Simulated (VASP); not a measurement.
# Rh (Fm-3m) in VASP: further runs

Rh is run at these levels: PBE; tasks: single point, relaxation of cell and atoms.

All numbers are computed with VASP 6.6.1; they aren't measurements. Logs are shortened: lines on timing, memory, paths and dates and some standing lists are left out, and cuts for length are marked.

### 1 The cell of the first run

Symmetry: Fm-3m, No. 225, cubic system. The conventional cell has a = 3.830 Å, b = 3.830 Å, c = 3.830 Å, α = 90.00°, β = 90.00°, γ = 90.00°. Within 3.6 Å of Rh (site symmetry m-3m) lie 12 Rh at 2.71 Å.

### 2 Single point, PBE

INCAR

```
PREC = Accurate ; ENCUT = 520
EDIFF = 1E-6 ; ISMEAR = -1
SIGMA = 0.05 ; LREAL = False
LASPH = True ; NELM = 60
ALGO = Normal ; ISIF = 2
LWAVE = False ; LCHARG = False
GGA = PE ; NBANDS = 14
```

KPOINTS

```
Automatic mesh
0
Gamma
  19 19 19
```

POSCAR

```
Rh
1.0
    0.0000000000      1.9152057761      1.9152057761
    1.9152057761      0.0000000000      1.9152057761
    1.9152057761      1.9152057761      0.0000000000
Rh
1
Direct
    0.0000000000      0.0000000000      0.0000000000
```

Potentials or basis: VASP PAW PBE potentials, release 64 (Rh_pv).

On the command line:

```bash
$ cat potpaw_PBE.64/Rh_pv/POTCAR > POTCAR
$ mpirun -np 1 vasp_std > vasp.out
```

OUTCAR:

```text
PREC = Accurate
   ENCUT = 520
   EDIFF = 1E-6
   ISMEAR = -1
   LREAL = False
   LASPH = True
   NELM = 60
   ISIF = 2
   GGA = PE

 ion  position               nearest neighbor table
   1  0.000  0.000  0.000-

  LATTYP: Found a face centered cubic cell.
 ALAT       =     3.8304115522

  Lattice vectors:

 A1 = (   0.0000000000,   1.9152057761,   1.9152057761)
 A2 = (   1.9152057761,   0.0000000000,   1.9152057761)
 A3 = (   1.9152057761,   1.9152057761,   0.0000000000)

Analysis of symmetry for initial positions (statically):
=====================================================================
 Subroutine PRICEL returns:
 Original cell was already a primitive cell.

 Routine SETGRP: Setting up the symmetry group for a
 face centered cubic supercell.

 Subroutine GETGRP returns: Found 48 space group operations
 (whereof 48 operations were pure point group operations)
 out of a pool of 48 trial point group operations.

The static configuration has the point symmetry O_h .

Analysis of symmetry for dynamics (positions and initial velocities):
=====================================================================
 Subroutine PRICEL returns:
 Original cell was already a primitive cell.

 Routine SETGRP: Setting up the symmetry group for a
 face centered cubic supercell.

 Subroutine GETGRP returns: Found 48 space group operations
 (whereof 48 operations were pure point group operations)
 out of a pool of 48 trial point group operations.

The dynamic configuration has the point symmetry O_h .

 Subroutine INISYM returns: Found 48 space group operations
 (whereof 48 operations are pure point group operations),
 and found     1 'primitive' translations

----------------------------------------------------------------------------------------

                                     Primitive cell

  volume of cell :      14.0500

  direct lattice vectors                    reciprocal lattice vectors
     0.000000000  1.915205776  1.915205776    -0.261068553  0.261068553  0.261068553
     1.915205776  0.000000000  1.915205776     0.261068553 -0.261068553  0.261068553
     1.915205776  1.915205776  0.000000000     0.261068553  0.261068553 -0.261068553

  length of vectors
     2.708509983  2.708509983  2.708509983     0.452183997  0.452183997  0.452183997

  position of ions in fractional coordinates (direct lattice)
     0.000000000  0.000000000  0.000000000

  ion indices of the primitive-cell ions
   primitive index   ion index
                 1           1

----------------------------------------------------------------------------------------

 KPOINTS: Automatic mesh

Automatic generation of k-mesh.
 Grid dimensions read from file:
 generate k-points for:   19   19   19

 Generating k-lattice:

  Cartesian coordinates                     Fractional coordinates (reciprocal lattice)
    -0.013740450  0.013740450  0.013740450     0.052631579  0.000000000  0.000000000
     0.013740450 -0.013740450  0.013740450     0.000000000  0.052631579  0.000000000
     0.013740450  0.013740450 -0.013740450     0.000000000  0.000000000  0.052631579

  Length of vectors
     0.023799158  0.023799158  0.023799158

  Shift w.r.t. Gamma in fractional coordinates (k-lattice)
     0.000000000  0.000000000  0.000000000

 Subroutine IBZKPT returns following result:
 ===========================================

 Found    220 irreducible k-points:

 Following reciprocal coordinates:
            Coordinates               Weight
  0.000000  0.000000  0.000000      1.000000
  0.052632  0.000000  0.000000      8.000000
  0.105263  0.000000  0.000000      8.000000
  0.157895  0.000000  0.000000      8.000000
  0.210526  0.000000  0.000000      8.000000
  0.263158  0.000000  0.000000      8.000000
[... 16 lines left out ...]
 -0.315789  0.052632  0.000000     24.000000
 -0.263158  0.052632  0.000000     24.000000
 [... further k-points ...]
   k-points           NKPTS =    220   k-points in BZ     NKDIM =    220   number of bands    NBANDS=     14
   number of dos      NEDOS =    301   number of ions     NIONS =      1
   total plane-waves  NPLWV =   8000
   dimension x,y,z NGX =    20 NGY =   20 NGZ =   20
   dimension x,y,z NGXF=    40 NGYF=   40 NGZF=   40
   ions per type =               1
   NGX,Y,Z   is equivalent  to a cutoff of  12.28, 12.28, 12.28 a.u.
   NGXF,Y,Z  is equivalent  to a cutoff of  24.55, 24.55, 24.55 a.u.
 SYSTEM =  unknown system
   PREC   = accura    normal or accurate (medium, high low for compatibility)
   ISTART =      0    job   : 0-new  1-cont  2-samecut
   ICHARG =      2    charge: 1-file 2-atom 10-const
   ISPIN  =      1    spin polarized calculation?
   LNONCOLLINEAR =      F non collinear calculations
   LSORBIT =      F    spin-orbit coupling
   LASPH  =      T    aspherical Exc in radial PAW
   ENCUT  =  520.0 eV  38.22 Ry    6.18 a.u.   5.04  5.04  5.04*2*pi/ulx,y,z
   NELM   =     60;   NELMIN=  2; NELMDL= -5     # of ELM steps
   EDIFF  = 0.1E-05   stopping-criterion for ELM
   LREAL  =      F    real-space projection
   EDIFFG = 0.1E-04   stopping-criterion for IOM
   NSW    =      0    number of steps for IOM
   IBRION =     -1    ionic relax: 0-MD 1-quasi-New 2-CG
   NFREE  =      0    steps in history (QN), initial steepest desc. (CG)
   ISIF   =      2    stress and relaxation
   ISYM   =      2    0-nonsym 1-usesym 2-fastsym
   POTIM  = 0.5000    time-step for ionic-motion
   TEBEG  =    0.0;   TEEND  =   0.0 temperature during run
   PSTRESS=    0.0 pullay stress
   NELECT =      15.0000    total number of electrons
   NUPDOWN=      -1.0000    fix difference up-down
   EMIN   =  10.00;   EMAX   =-10.00  energy-range for DOS
   EFERMI =   0.00;   METHOD = LEGACY
   ISMEAR =    -1;   SIGMA  =   0.05  broadening in eV -4-tet -1-fermi 0-gaus
   EFERMI_NEDOS =   21; number of points for ismear=-14 and -15
   IALGO  =     38    algorithm
   IMIX   =      4    mixing-type and parameters
     AMIX     =   0.40;   BMIX     =  1.00
     AMIX_MAG =   1.60;   BMIX_MAG =  1.00
  volume/ion in A,a.u.               =      14.05        94.81
  Fermi-wavevector in a.u.,A,eV,Ry     =   1.673195  3.161879 38.090604  2.799580
  Thomas-Fermi vector in A             =   2.758209
   LORBIT       =      0    0 simple, 1 ext, 2 COOP (PROOUT), +10 PAW based schemes
   GGA     = PE    functional components
   LHFCALC =     F    Hartree Fock is set to
   AEXX    =    0.0000 exact exchange contribution
   IVDW    =     0    specifies the selected vdW correction
   LEPSILON=     F    determine dielectric tensor
   LRPA    =     F    only Hartree local field effects (RPA)
 non-spin polarized calculation
  energy-cutoff  :      520.00
  volume of cell :       14.05
 maximum number of plane-waves:       388
   NGX =  9   NGY =  9   NGZ =  9

 number of electron      15.0000003 magnetization

 Free energy of the ion-electron system (eV)
  ---------------------------------------------------
  ext. energy  EPLUGINS =         0.00000000
  ---------------------------------------------------
  free energy    TOTEN  =        -7.26423144 eV

  energy without entropy =       -7.25249632  energy(sigma->0) =       -7.25836388

 E-fermi :  11.4989     XC(G=0): -13.8925

 val. band max:       11.4934845671   @ k =   0.3158   0.2105   0.0526
 cond. band min:      11.5003444590   @ k =   0.3158   0.2632   0.0000
 fundamental gap:      0.0068598919
 Fermi energy:        11.4989309886

 k-point     1 :       0.0000    0.0000    0.0000
  band No.  band energies     occupation
      1     -34.8341      2.00000
      2     -34.8341      2.00000
      3     -34.8341      2.00000
      4       3.7105      2.00000
      5       8.5333      2.00000
      6       8.5333      2.00000
      7       8.5333      2.00000
      8      10.5481      2.00000
      9      10.5481      2.00000
     10      27.5193      0.00000
     11      32.1025      0.00000
     12      32.8574      0.00000
     13      32.8575      0.00000
     14      32.8575      0.00000

 k-point     2 :       0.0526    0.0000    0.0000
  band No.  band energies     occupation
      1     -34.8531      2.00000
      2     -34.8367      2.00000
      3     -34.8367      2.00000
      4       3.8202      2.00000
      5       8.4851      2.00000
      6       8.5760      2.00000
      7       8.5760      2.00000
      8      10.5243      2.00000
      9      10.5243      2.00000
     10      27.6754      0.00000
     11      32.0968      0.00000
     12      32.2256      0.00000
     13      33.0147      0.00000
     14      33.0147      0.00000

 k-point     3 :       0.1053    0.0000    0.0000
  band No.  band energies     occupation
      1     -34.9078      2.00000
      2     -34.8441      2.00000
      3     -34.8441      2.00000
      4       4.1371      2.00000
      5       8.3619      2.00000
      6       8.6893      2.00000
      7       8.6893      2.00000
      8      10.4709      2.00000
      9      10.4709      2.00000
     10      28.0955      0.00000
     11      30.8685      0.00000
     12      32.1029      0.00000
     13      33.4721      0.00000
     14      33.4721      0.00000
[... 324 lines left out ...]
 k-point    23 :      -0.3158    0.0526    0.0000
  band No.  band energies     occupation
      1     -35.3447      2.00000
      2     -34.9258      2.00000
      3     -34.8995      2.00000
      4       5.8069      2.00000
      5       8.6710      2.00000
      6       8.7624      2.00000
      7       9.3654      2.00000
      8      11.0376      1.99980
      9      11.7645      0.00982
     10      23.7866      0.00000
     11      28.2546      0.00000
     12      32.1018      0.00000
     13      33.4121      0.00000
     14      35.5484      0.00000

 k-point    24 :      -0.2632    0.0526    0.0000
  band No.  band energies     occupation
      1     -35.2438      2.00000
      2     -34.9117      2.00000
      3     -34.8838      2.00000
      4       5.7333      2.00000
      5       8.5355      2.00000
      6       8.8578      2.00000
      7       8.8918      2.00000
      8      10.6258      2.00000
      9      11.2973      1.96519
     10      25.5345      0.00000
     11      28.8453      0.00000
     12      32.1017      0.00000
     13      34.1384      0.00000
     14      36.2320      0.00000

 [... further k-points ...]

------------------------ aborting loop because EDIFF is reached ----------------------------------------

  FORCE on cell =-STRESS in cart. coord.  units (eV):
  Direction    XX          YY          ZZ          XY          YZ          ZX
  --------------------------------------------------------------------------------------
  -------------------------------------------------------------------------------------
  Total       -0.0009602     -0.0009602     -0.0009602      0.0000000      0.0000000     -0.0000000
  in kB       -0.1094934     -0.1094934     -0.1094934      0.0000000      0.0000000     -0.0000000
  external PRESSURE =      -0.1094934 kB  Pullay stress =       0.0000000 kB

 VOLUME and BASIS-vectors are now :
 -----------------------------------------------------------------------------
  energy-cutoff  :      520.00
  volume of cell :       14.05
      direct lattice vectors                 reciprocal lattice vectors
     0.000000000  1.915205776  1.915205776    -0.261068553  0.261068553  0.261068553
     1.915205776  0.000000000  1.915205776     0.261068553 -0.261068553  0.261068553
     1.915205776  1.915205776  0.000000000     0.261068553  0.261068553 -0.261068553

 POSITION                                       TOTAL-FORCE (eV/Angst)
 -----------------------------------------------------------------------------------
      0.00000      0.00000      0.00000         0.000000     -0.000000      0.000000
 -----------------------------------------------------------------------------------
    total drift:                               -0.000000     -0.000000     -0.000000

  FREE ENERGIE OF THE ION-ELECTRON SYSTEM (eV)
  ---------------------------------------------------
  free  energy   TOTEN  =        -7.2642314425 eV

  energy  without entropy=       -7.2524963203  energy(sigma->0) =       -7.25836388
```

Run time: 14 s. Hardware: 1 thread of AMD EPYC 9R45 (Zen 5), shared host; peak memory 0.12 GiB.

Results:

```
Free energy            : -7.2642 eV
Pressure               : 0.0 GPa
Band gap on the k mesh : zero (an odd number of electrons rules out a gap without spin polarisation)
```

### 3 Single point, PBE

This run uses another cell than the first one: it holds 2 atoms, not 1.

INCAR

```
SYSTEM = Rh
ALGO = Normal
EDIFF = 1E-6
ENCUT = 520
GGA = PE
ISIF = 2
ISMEAR = -1
LASPH = .TRUE.
LCHARG = .FALSE.
LREAL = .FALSE.
LWAVE = .FALSE.
NBANDS = 22
NELM = 100
PREC = Accurate
SIGMA = 0.05
```

KPOINTS

```
k-points
0
G
  13 13 10
  0 0 0
```

POSCAR

```
Rh
1.0
    1.9152057761      1.9152057761      0.0000000000
   -1.9152057761      1.9152057761      0.0000000000
    0.0000000000      0.0000000000      3.8304115522
Rh
2
Direct
    0.0000000000      0.0000000000      0.0000000000
    0.5000000000      0.5000000000      0.5000000000
```

Potentials or basis: VASP PAW PBE potentials, release 64 (Rh_pv).

On the command line:

```bash
$ cat potpaw_PBE.64/Rh_pv/POTCAR > POTCAR
$ mpirun -np 1 vasp_std > vasp.out
```

Run time: 26 s. Hardware: 1 thread of AMD EPYC 9R45 (Zen 5), shared host; peak memory 0.16 GiB.

The run converged. Its results:

```yaml
Free_energy: -14.5291 eV
Pressure: 0.0 GPa
Band_gap_on_the_k_mesh: zero (bands 15 and 16 overlap by 2.27 eV)
```

Levels at points of the mesh, in eV from the Fermi level:
```tsv
k point	band 12	band 13	band 14	band 15	band 16	band 17	band 18	band 19
(0.00, 0.00, 0.00)	-2.97	-0.96	-0.95	0.52	0.96	0.96	3.24	12.01
(0.00, 0.00, 0.50)	-1.85	-1.40	-1.40	-1.40	-1.40	-0.26	-0.26	18.24
```

### 4 Single point, PBE

This run uses another cell than the first one: it holds 2 atoms, not 1.

INCAR

```
PREC = Accurate
ENCUT = 520
EDIFF = 1E-6
ISMEAR = -1
SIGMA = 0.05
LREAL = False
LASPH = True
NELM = 80
ALGO = Normal
ISIF = 2
LWAVE = False
LCHARG = False
GGA = PE
NBANDS = 22
```

KPOINTS

```
regular mesh
0
Gamma
  13 13 10
```

POSCAR is that of step 3.

On the command line:

```bash
$ cat potpaw_PBE.64/Rh_pv/POTCAR > POTCAR
$ mpirun -np 1 vasp_std > vasp.out
```

It took 26 s on 1 thread of AMD EPYC 9R45 (Zen 5), shared host; peak memory 0.16 GiB.

The run converged. Its results:

* Free energy: -14.5291 eV
* Pressure: 0.0 GPa
* Band gap on the k mesh: zero (bands 15 and 16 overlap by 2.27 eV)

Levels at points of the mesh, in eV from the Fermi level:
```csv
k point,band 13,band 14,band 15,band 16,band 17,band 18
"(0.00, 0.00, 0.00)",-0.96,-0.95,0.52,0.96,0.96,3.24
"(0.00, 0.00, 0.50)",-1.40,-1.40,-1.40,-1.40,-0.26,-0.26
```

### 5 Relaxation of cell and atoms, PBE

INCAR

```
PREC     = Accurate       # precision mode
ENCUT    = 600            # plane-wave cutoff, eV
EDIFF    = 1E-6           # SCF threshold, eV
ISMEAR   = -1             # smearing method
SIGMA    = 0.05           # smearing width, eV
LREAL    = F              # projectors in reciprocal space
LASPH    = T              # aspherical terms in the spheres
NELM     = 80             # most SCF steps
ALGO     = Normal         # electronic algorithm
ISIF     = 3              # what is computed and relaxed
LWAVE    = F              # write WAVECAR
LCHARG   = F              # write CHGCAR
GGA      = PE             # functional
IBRION   = 2              # ionic algorithm
NSW      = 60             # ionic steps
EDIFFG   = -0.005         # ionic threshold
```

KPOINTS

```
regular mesh
0
Gamma
  19 19 19
```

POSCAR

```
Rh
1.0
    0.0000000000      1.9152057761      1.9152057761
    1.9152057761      0.0000000000      1.9152057761
    1.9152057761      1.9152057761      0.0000000000
Rh
1
Direct
    0.0000000000      0.0000000000      0.0000000000
```

On the command line:

```bash
$ cat potpaw_PBE.64/Rh_pv/POTCAR > POTCAR
$ mpirun -np 1 vasp_std > vasp.out
```

It took 32 s on 1 thread of AMD EPYC 9R45 (Zen 5), shared host; peak memory 0.14 GiB.

The run converged. Its results:

```yaml
Free_energy: -7.2644 eV
Relaxed_volume: 14.04 Å³/atom
Relaxed_cell: a = 2.708 Å, b = 2.708 Å, c = 2.708 Å, α = 60.00°, β = 60.00°, γ = 60.00°
Space_group_after_relaxing_to_0.1_Å: Fm-3m (No. 225)
Energy_gained_by_relaxing: 0.0 meV/atom
Ionic_steps: 3
Pressure_after_relaxing: 0.0 GPa
Band_gap_on_the_k_mesh: zero (an odd number of electrons rules out a gap without spin polarisation)
```

Final structure:
```
Rh
1.0
     0.00000    1.91486    1.91486
     1.91486    0.00000    1.91486
     1.91486    1.91486    0.00000
Rh
1
Direct
  0.00000 0.00000 0.00000
```

Levels at points of the mesh, in eV from the Fermi level:
```
           k point  band 5  band 6  band 7  band 8  band 9  band 10
(0.00, 0.00, 0.00)   -2.97   -2.97   -2.97   -0.95   -0.95    16.02
```

### 6 Overview

```tsv
task	cell	k mesh	cutoff (eV)	gap on the mesh (eV)	pressure (GPa)
single point	a = 2.709 Å, angles 60.0°, 1 atom, atomic positions A	19 × 19 × 19	520	none	0.0
single point	a = 2.709, b = 2.709, c = 3.830 Å, 2 atoms, atomic positions B	13 × 13 × 10	520	none	0.0
relaxation of cell and atoms	relaxed from a = 2.709 Å, angles 60.0°, 1 atom, atomic positions A	19 × 19 × 19	600	none	0.0
```

Alike in all rows: level PBE; potentials or basis VASP PAW PBE potentials, release 64 (Rh_pv); no spin polarisation; smearing fermi-dirac 0.05 eV.

Absolute energies hang on the potentials; compare differences alone.
